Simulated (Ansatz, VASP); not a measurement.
**Ce in VASP and in Ansatz**

Contents of INCAR:

```
SYSTEM = Ce
ALGO = Normal ; EDIFF = 1E-6
ENCUT = 500 ; GGA_COMPAT = .FALSE.
ISIF = 2 ; ISMEAR = -1
LASPH = .TRUE. ; LCHARG = .TRUE.
LELF = .TRUE. ; LMAXMIX = 6
LREAL = .FALSE. ; LVHAR = .TRUE.
LWAVE = .FALSE. ; NBANDS = 12
NELM = 200 ; PREC = Accurate
SIGMA = 0.1
```

Contents of KPOINTS:

```
k-points
0
G
  12 12 12
  0 0 0
```

File POSCAR:

```
Ce
1.0
    0.0000000000      2.2649297842      2.2649297842
    2.2649297842      0.0000000000      2.2649297842
    2.2649297842      2.2649297842      0.0000000000
Ce
1
Direct
    0.0000000000      0.0000000000      0.0000000000
```

Input for Ansatz:

```yaml
crystal:
  lattice:
    - [0.0, 2.2649297842, 2.2649297842]
    - [2.2649297842, 0.0, 2.2649297842]
    - [2.2649297842, 2.2649297842, 0.0]
  atoms:
    - { symbol: Ce, position: [0.0, 0.0, 0.0] }
hamiltonian:
  xc: lda
  pseudopotentials:
    kind: paw
    azcp:
      Ce: "pseudopotentials/Ce.paw.azcp"
basis:
  ecutwfc: 420
  fft_grid_basis: typed
kpoints:
  mp_grid: { grid: [12, 12, 12], shift: [0, 0, 0] }
magnetization:
  spin_polarized: false
scf:
  occupations: { method: fermi_dirac, width: 0.1 }
  lower_state_search: "off"
output:
  stress: true
```

Alike in both runs: task single point; functional LDA; k mesh 12 × 12 × 12; occupations fermi-dirac, width 0.1 eV; no spin polarisation.

```csv
,VASP,Ansatz
version,VASP 6.6.1,Ansatz 0.2.0
potentials or method,"VASP PAW LDA potentials, release 64 (Ce), cutoff 500 eV","plane waves (420 eV) with PAW, scalar-relativistic"
valence electrons in the cell,12,12
```

|  | VASP | Ansatz | Ansatz less VASP |
| --- | --- | --- | --- |
| pressure (GPa) | -0.9 | -0.1 | +0.77 |

Ansatz warns that its potentials were made for another functional, while VASP's fit it. LDA's correlation is that of Perdew and Zunger in VASP and of Perdew and Wang (1992) in Ansatz.

Neither program's run includes spin-orbit coupling.
